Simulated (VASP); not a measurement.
# C in VASP: a series of runs, part 2 of 2

VASP 6.6.1.

## (6) Relaxation of cell and atoms, PBEsol, target pressure 22 GPa, at which the enthalpy is minimised

This run uses another cell than the first one, of 7.95 Å³/atom.

The input, INCAR:

```
ALGO     = Normal         # electronic algorithm
EDIFF    = 1E-7           # SCF threshold, eV
EDIFFG   = -0.001         # ionic threshold
ENCUT    = 600            # plane-wave cutoff, eV
GGA      = PS             # functional
IBRION   = 2              # ionic algorithm
ISIF     = 3              # what is computed and relaxed
ISMEAR   = -1             # smearing method
LASPH    = T              # aspherical terms in the spheres
LCHARG   = F              # write CHGCAR
LREAL    = F              # projectors in reciprocal space
LWAVE    = F              # write WAVECAR
NELM     = 100            # most SCF steps
NSW      = 80             # ionic steps
PREC     = Accurate       # precision mode
PSTRESS  = 220.0        
SIGMA    = 0.15           # smearing width, eV
```

The input, KPOINTS:

```
k-points
0
Gamma
  18 18 12
```

The input, POSCAR:

```
C
1.0
    2.4375717438      0.0000000000      0.0000000000
   -1.2187858719      2.1109990537      0.0000000000
    0.0000000000      0.0000000000      3.0900555472
C
2
Direct
    0.3333333333      0.6666666667      0.0000000000
    0.6666666667      0.3333333333      0.0000000000
```

Potentials or basis: VASP PAW PBE potentials, release 64 (C).

Run with:

```sh
cat potpaw_PBE.64/C/POTCAR > POTCAR
mpirun -np 1 vasp_std > vasp.out
```

OUTCAR:

```text
EDIFF = 1E-7
   EDIFFG = -0.001
   ENCUT = 600
   GGA = PS
   IBRION = 2
   ISIF = 3
   ISMEAR = -1
   LASPH = T
   LREAL = F
   NELM = 100
   NSW = 80
   PREC = Accurate
   PSTRESS = 220.0

 ion  position               nearest neighbor table
   1  0.333  0.667  0.000-   2 1.41   2 1.41   2 1.41
   2  0.667  0.333  0.000-   1 1.41   1 1.41   1 1.41

  LATTYP: Found a hexagonal cell.
 ALAT       =     2.4375717438
 C/A-ratio  =     1.2676777843

  Lattice vectors:

 A1 = (   2.4375717438,   0.0000000000,   0.0000000000)
 A2 = (  -1.2187858719,   2.1109990537,   0.0000000000)
 A3 = (   0.0000000000,   0.0000000000,   3.0900555472)

Analysis of symmetry for initial positions (statically):
=====================================================================
 Subroutine PRICEL returns:
 Original cell was already a primitive cell.

 Routine SETGRP: Setting up the symmetry group for a
 hexagonal supercell.

 Subroutine GETGRP returns: Found 24 space group operations
 (whereof 24 operations were pure point group operations)
 out of a pool of 24 trial point group operations.

The static configuration has the point symmetry D_6h.

Analysis of symmetry for dynamics (positions and initial velocities):
=====================================================================
 Subroutine PRICEL returns:
 Original cell was already a primitive cell.

 Routine SETGRP: Setting up the symmetry group for a
 hexagonal supercell.

 Subroutine GETGRP returns: Found 24 space group operations
 (whereof 24 operations were pure point group operations)
 out of a pool of 24 trial point group operations.

The dynamic configuration has the point symmetry D_6h.

 Subroutine INISYM returns: Found 24 space group operations
 (whereof 24 operations are pure point group operations),
 and found     1 'primitive' translations

----------------------------------------------------------------------------------------

                                     Primitive cell

  volume of cell :      15.9005

  direct lattice vectors                    reciprocal lattice vectors
     2.437571744  0.000000000  0.000000000     0.410244335  0.236854677  0.000000000
    -1.218785872  2.110999054  0.000000000     0.000000000  0.473709355  0.000000000
     0.000000000  0.000000000  3.090055547     0.000000000  0.000000000  0.323618778

  length of vectors
     2.437571744  2.437571744  3.090055547     0.473709355  0.473709355  0.323618778

  position of ions in fractional coordinates (direct lattice)
     0.333333333  0.666666667  0.000000000
     0.666666667  0.333333333  0.000000000

  ion indices of the primitive-cell ions
   primitive index   ion index
                 1           1
                 2           2

----------------------------------------------------------------------------------------

 KPOINTS: k-points

Automatic generation of k-mesh.
 Grid dimensions read from file:
 generate k-points for:   18   18   12

 Generating k-lattice:

[... 53 lines left out ...]
   ISTART =      0    job   : 0-new  1-cont  2-samecut
   ICHARG =      2    charge: 1-file 2-atom 10-const
   ISPIN  =      1    spin polarized calculation?
   LNONCOLLINEAR =      F non collinear calculations
   LSORBIT =      F    spin-orbit coupling
   LASPH  =      T    aspherical Exc in radial PAW
   ENCUT  =  600.0 eV  44.10 Ry    6.64 a.u.   4.87  4.87  6.17*2*pi/ulx,y,z
   NELM   =    100;   NELMIN=  2; NELMDL= -5     # of ELM steps
   EDIFF  = 0.1E-06   stopping-criterion for ELM
   LREAL  =      F    real-space projection
   EDIFFG = -.1E-02   stopping-criterion for IOM
   NSW    =     80    number of steps for IOM
   IBRION =      2    ionic relax: 0-MD 1-quasi-New 2-CG
   NFREE  =      1    steps in history (QN), initial steepest desc. (CG)
   ISIF   =      3    stress and relaxation
   ISYM   =      2    0-nonsym 1-usesym 2-fastsym
   POTIM  = 0.5000    time-step for ionic-motion
   TEBEG  =    0.0;   TEEND  =   0.0 temperature during run
   PSTRESS=  220.0 pullay stress
   NELECT =       8.0000    total number of electrons
   NUPDOWN=      -1.0000    fix difference up-down
   EMIN   =  10.00;   EMAX   =-10.00  energy-range for DOS
   EFERMI =   0.00;   METHOD = LEGACY
   ISMEAR =    -1;   SIGMA  =   0.15  broadening in eV -4-tet -1-fermi 0-gaus
   EFERMI_NEDOS =   21; number of points for ismear=-14 and -15
   IALGO  =     38    algorithm
   IMIX   =      4    mixing-type and parameters
     AMIX     =   0.40;   BMIX     =  1.00
     AMIX_MAG =   1.60;   BMIX_MAG =  1.00
  volume/ion in A,a.u.               =       7.95        53.65
  Fermi-wavevector in a.u.,A,eV,Ry     =   1.302070  2.460555 23.067122  1.695386
  Thomas-Fermi vector in A             =   2.433162
   LORBIT       =      0    0 simple, 1 ext, 2 COOP (PROOUT), +10 PAW based schemes
   GGA     = PS    functional components
   LHFCALC =     F    Hartree Fock is set to
   AEXX    =    0.0000 exact exchange contribution
   IVDW    =     0    specifies the selected vdW correction
   LEPSILON=     F    determine dielectric tensor
   LRPA    =     F    only Hartree local field effects (RPA)
 conjugate gradient relaxation of ions
 non-spin polarized calculation
  energy-cutoff  :      600.00
  volume of cell :       15.90
 maximum number of plane-waves:       549
 NGX is ok and might be reduce to    20
   NGX =  9   NGY =  9   NGZ = 13

--------------------------------------- Ionic step        1  -------------------------------------------

 number of electron       7.9999999 magnetization

 Free energy of the ion-electron system (eV)
  ---------------------------------------------------
  ext. energy  EPLUGINS =         0.00000000
  ---------------------------------------------------
  free energy    TOTEN  =       -19.19245048 eV

  energy without entropy =      -19.18456954  energy(sigma->0) =      -19.18851001

------------------------ aborting loop because EDIFF is reached ----------------------------------------

  FORCE on cell =-STRESS in cart. coord.  units (eV):
  Direction    XX          YY          ZZ          XY          YZ          ZX
  --------------------------------------------------------------------------------------
  -------------------------------------------------------------------------------------
  Total        1.1538923      1.1538923      1.0573645     -0.0000000     -0.0000000      0.0000000
  in kB      116.2690537    116.2690537    106.5426659     -0.0000000     -0.0000000      0.0000000
  external PRESSURE =    -106.9730755 kB  Pullay stress =     220.0000000 kB
[... 97 lines left out ...]
  energy  without entropy=      -19.1341933396  energy(sigma->0) =      -19.13817522

  enthalpy is  TOTEN    =       -17.0260442579 eV   P V=        2.1161128326

[... ionic steps 4 to 14 ...]

--------------------------------------- Ionic step       15  -------------------------------------------

 number of electron       7.9999999 magnetization

------------------------ aborting loop because EDIFF is reached ----------------------------------------
[... 71 lines left out ...]
--------------------------------------- Ionic step       17  -------------------------------------------

 number of electron       7.9999999 magnetization

 Free energy of the ion-electron system (eV)
  ---------------------------------------------------
  ext. energy  EPLUGINS =         0.00000000
  ---------------------------------------------------
  free energy    TOTEN  =       -19.06266004 eV

  energy without entropy =      -19.04975964  energy(sigma->0) =      -19.05620984

 E-fermi :   6.4369     XC(G=0): -11.7052

 val. band max:        6.4243210862   @ k =   0.2778   0.2778   0.0000
 cond. band min:       6.4495358861   @ k =   0.4444   0.1111   0.5000
 fundamental gap:      0.0252147999
 Fermi energy:         6.4369176370

 k-point     1 :       0.0000    0.0000    0.0000
  band No.  band energies     occupation
      1     -13.8762      2.00000
      2       0.7711      2.00000
      3       3.4829      2.00000
      4       3.4829      2.00000
      5      12.1310      0.00000
      6      14.9905      0.00000
      7      14.9905      0.00000
      8      19.2761      0.00000
[... 243 lines left out ...]
 k-point    24 :       0.3889    0.1111    0.0000
  band No.  band energies     occupation
      1      -8.9044      2.00000
      2      -6.2066      2.00000
      3      -1.0108      2.00000
      4       5.6589      1.98888
      5      10.5143      0.00000
      6      15.0835      0.00000
      7      17.7191      0.00000
      8      19.9974      0.00000

 [... further k-points ...]

------------------------ aborting loop because EDIFF is reached ----------------------------------------

  FORCE on cell =-STRESS in cart. coord.  units (eV):
  Direction    XX          YY          ZZ          XY          YZ          ZX
  --------------------------------------------------------------------------------------
  -------------------------------------------------------------------------------------
  Total        2.0032713      2.0032713      2.0037332      0.0000000     -0.0000000      0.0000000
  in kB      219.9432365    219.9432365    219.9939488      0.0000000     -0.0000000      0.0000000
  external PRESSURE =      -0.0398594 kB  Pullay stress =     220.0000000 kB
[... 21 lines left out ...]
  energy  without entropy=      -19.0497596354  energy(sigma->0) =      -19.05620984

  enthalpy is  TOTEN    =       -17.0588717255 eV   P V=        2.0037883178

 reached required accuracy - stopping structural energy minimisation
```

Run time: 2.9 min. Hardware: 1 thread of AMD EPYC 7R13 (Zen 3), shared host; peak memory 0.12 GiB.

Results:

```
Free energy                                                : -19.0627 eV
Relaxed volume                                             : 7.30 Å³/atom
Relaxed cell                                               : a = 2.422 Å, b = 2.422 Å, c = 2.873 Å, α = 90.00°, β = 90.00°, γ = 120.00°
Space group after relaxing (to 0.1 Å)                      : P6/mmm (No. 191)
Energy change on relaxing (the run minimises the enthalpy) : +64.9 meV/atom
Ionic steps                                                : 17
Pressure after relaxing                                    : 22.0 GPa
Band gap on the k mesh                                     : zero (bands 4 and 5 overlap by 3.13 eV)
```

Step by step:
```
step  energy change (eV)  largest force (eV/Å)  pressure (GPa)  volume (Å³)
   1              0.0000                0.0000           11.30        15.90
   2              0.1839                0.0000           40.61        14.71
   3              0.0503                0.0000           22.19        15.41
   4              0.0833                0.0000           22.10        14.99
   5              0.1209                0.0000           22.26        14.66
   6              0.1317                0.0000           22.33        14.58
   7              0.1294                0.0000           22.28        14.60
   8              0.1229                0.0000           21.00        14.64
   9              0.1279                0.0000           22.01        14.61
  10              0.1278                0.0000           22.00        14.61
  11              0.1286                0.0000           21.98        14.60
  12              0.1289                0.0000           21.96        14.60
  13              0.1296                0.0000           21.95        14.59
  14              0.1293                0.0000           21.94        14.60
  15              0.1294                0.0000           21.94        14.60
  16              0.1307                0.0000           22.14        14.59
  17              0.1298                0.0000           22.00        14.59
```

Final structure:
```
CELL_PARAMETERS angstrom
2.42195 0.00000 0.00000
-1.21097 2.09747 0.00000
0.00000 0.00000 2.87263
ATOMIC_POSITIONS crystal
C 0.33333 0.66667 0.00000
C 0.66667 0.33333 0.00000
```

Levels at points of the mesh, in eV from the Fermi level:
| k point | band 1 | band 2 | band 3 | band 4 | band 5 | band 6 | band 7 | band 8 |
| --- | --- | --- | --- | --- | --- | --- | --- | --- |
| (0.00, 0.00, 0.00) | -20.31 | -5.67 | -2.95 | -2.95 | 5.69 | 8.55 | 8.55 | 12.84 |
| (0.50, 0.00, 0.00) | -14.68 | -13.81 | -6.56 | -0.66 | 3.77 | 7.36 | 12.31 | 12.40 |
| (0.00, 0.00, 0.50) | -19.40 | -9.80 | -2.80 | -2.80 | 8.91 | 8.91 | 11.52 | 14.79 |
| (0.50, 0.00, 0.50) | -13.95 | -13.22 | -6.35 | -3.95 | 0.02 | 8.52 | 13.85 | 19.61 |

Caveat: the cell is relaxed towards a set pressure, so the run minimises the enthalpy, not the energy; this functional lacks dispersion, which binds layers or chains, so the pressure and a relaxed spacing across them are unreliable; the PAW data sets were made with another functional, which shifts forces and pressure a little.

## (7) The runs side by side

```tsv
task	cell	k mesh	cutoff (eV)	gap on the mesh (eV)
single point	a = 2.459, b = 2.459, c = 8.352 Å, angles 90.0, 90.0, 120.0°, 2 atoms	18 × 18 × 6	520	none
single point	a = 2.459, b = 2.459, c = 8.523 Å, angles 90.0, 90.0, 120.0°, 2 atoms	18 × 18 × 6	520	none
single point	a = 2.459, b = 2.459, c = 8.693 Å, angles 90.0, 90.0, 120.0°, 2 atoms	18 × 18 × 6	520	none
relaxation of cell and atoms	relaxed to 22 GPa from a = 2.438, b = 2.438, c = 3.090 Å, angles 90.0, 90.0, 120.0°, 2 atoms	18 × 18 × 12	600	none
```

Alike in all rows: level PBEsol; potentials or basis VASP PAW PBE potentials, release 64 (C); no spin polarisation; smearing fermi-dirac 0.15 eV.

Caveats: the PAW data sets were made with another functional, which shifts forces and pressure a little; there is no dipole correction, which matters where the two faces differ (at least some runs); the cell is relaxed towards a set pressure, so the run minimises the enthalpy, not the energy (at least some runs); this functional lacks dispersion, which binds layers or chains, so the pressure and a relaxed spacing across them are unreliable (at least some runs).

Total energies depend on the potentials used, so only differences within one code and one set of settings carry meaning.

The gap in the log of VASP goes by the Fermi energy; the results here count the filled bands.